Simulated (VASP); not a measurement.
## YPtC4N4: relaxation of cell and atoms with PBE

YPtC4N4:

```
Y Pt C N
1.0
     6.11645    0.00000    0.00000
     0.00000    6.11645    0.00000
     0.00000    0.00000    6.11645
Y Pt C N
1 1 4 4
Direct
  0.50000 0.50000 0.50000
  0.00000 0.00000 0.00000
  0.18095 0.18095 0.18095
  0.18095 0.81905 0.81905
  0.81905 0.18095 0.81905
  0.81905 0.81905 0.18095
  0.29139 0.29139 0.29139
  0.29139 0.70861 0.70861
  0.70861 0.29139 0.70861
  0.70861 0.70861 0.29139
```

```
Program                : VASP 6.6.1
Task                   : relaxation of cell and atoms
Functional             : PBE
Potentials or basis    : VASP PAW PBE potentials, release 64 (Y_sv, Pt, C, N)
Cutoff                 : 600 eV
k mesh                 : 4 × 4 × 4
Occupations            : gaussian, width 0.1 eV
Spin                   : no spin polarisation
Dipole correction      : no
Further INCAR settings : ALGO = Normal; EDIFF = 1e-07; IBRION = 2; EDIFFG = -0.04; NSW = 90; ISIF = 3
```

```yaml
Relaxed_volume: 24.32 Å³/atom
Relaxed_cell: a = 6.242 Å, b = 6.242 Å, c = 6.242 Å, α = 90.00°, β = 90.00°, γ = 90.00°
Space_group_after_relaxing_to_0.1_Å: P-43m (No. 215)
Energy_gained_by_relaxing: 26.0 meV/atom
Ionic_steps: 11
Pressure_after_relaxing: 0.0 GPa
Largest_force_after_relaxing: 0.034 eV/Å
Band_gap_on_the_k_mesh: zero (an odd number of electrons rules out a gap without spin polarisation)
```

Forces in eV/Å, atoms in the order of the input:
```
Y    0.000  0.000  0.000
Pt   0.000  0.000  0.000
C    0.017  0.017  0.017
C    0.017 -0.017 -0.017
C   -0.017  0.017 -0.017
C   -0.017 -0.017  0.017
N    0.020  0.020  0.020
N    0.020 -0.020 -0.020
N   -0.020  0.020 -0.020
N   -0.020 -0.020  0.020
```

The path:
```csv
step,energy change (eV),largest force (eV/Å),pressure (GPa),volume (Å³)
1,0.0000,1.8013,5.43,228.82
2,3.0750,9.3581,-9.62,255.50
3,-0.0898,1.8255,2.08,232.35
4,-0.0927,1.5521,2.47,231.86
5,-0.1880,0.3424,-1.92,252.91
6,-0.2575,0.3023,-0.41,244.08
7,-0.2575,0.3229,-0.36,243.83
8,-0.1854,2.0408,2.21,240.70
9,-0.2592,0.0598,-0.04,243.41
10,-0.2592,0.0655,-0.04,243.40
11,-0.2598,0.0340,-0.01,243.22
```

Final structure:
```cif
data_structure
_symmetry_space_group_name_H-M 'P 1'
_symmetry_Int_Tables_number 1
_cell_length_a 6.2421
_cell_length_b 6.2421
_cell_length_c 6.2421
_cell_angle_alpha 90.000
_cell_angle_beta 90.000
_cell_angle_gamma 90.000
_cell_volume 243.22
loop_
_atom_site_label
_atom_site_type_symbol
_atom_site_fract_x
_atom_site_fract_y
_atom_site_fract_z
_atom_site_occupancy
Y1 Y 0.50000 0.50000 0.50000 1
Pt1 Pt 0.00000 0.00000 0.00000 1
C1 C 0.18331 0.18331 0.18331 1
C2 C 0.18331 0.81669 0.81669 1
C3 C 0.81669 0.18331 0.81669 1
C4 C 0.81669 0.81669 0.18331 1
N1 N 0.29315 0.29315 0.29315 1
N2 N 0.29315 0.70685 0.70685 1
N3 N 0.70685 0.29315 0.70685 1
N4 N 0.70685 0.70685 0.29315 1
```

Levels at points of the mesh, in eV from the Fermi level:
```csv
k point,band 27,band 28,band 29,band 30,band 31,band 32
"(0.00, 0.00, 0.00)",-0.10,-0.10,-0.10,3.10,3.10,3.56
"(0.50, 0.00, 0.00)",-0.23,-0.09,-0.09,2.78,3.09,3.64
"(0.50, 0.50, 0.00)",-0.20,-0.01,-0.01,2.74,3.17,3.61
"(0.50, 0.50, 0.50)",0.01,0.01,0.01,3.10,3.10,3.82
```

It took 9.9 min on 1 thread of Intel(R) Xeon(R) 6975P-C (Granite Rapids) (shared host), peak memory 0.49 GiB.

Caveat: spin-orbit coupling is left out, which moves the levels of the heavy elements.
